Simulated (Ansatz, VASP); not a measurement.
## Two plane-wave programs on Cs

```
Cs
1.0
     8.83216    0.00000    0.00000
    -4.41608    7.64887    0.00000
     0.00000    0.00000    5.25286
Cs
3
Direct
  0.00000 0.00000 0.00000
  0.33333 0.66667 0.50000
  0.66667 0.33333 0.50000
```

Alike in both runs: functional PBE; k mesh 4 × 4 × 6; occupations fermi-dirac, width 0.08 eV; no spin polarisation.

Ansatz relaxed the structure, and its values are those at the end. VASP's run is a single point on that final structure, the one shown.

```csv
,VASP,Ansatz
version,VASP 6.6.1,Ansatz 0.2.0
potentials or method,"VASP PAW PBE potentials, release 64 (Cs_sv)","PAW with Ansatz's default frozen-core files, scalar-relativistic"
plane-wave cutoff (eV),520,420
valence electrons in the cell,27,27
```

```tsv
	VASP	Ansatz	Ansatz less VASP
pressure (GPa)	0.0	0.0	+0.01
```

The functional is the same, so the differences come from potentials, cutoffs and numerics.

Neither program's run includes spin-orbit coupling.
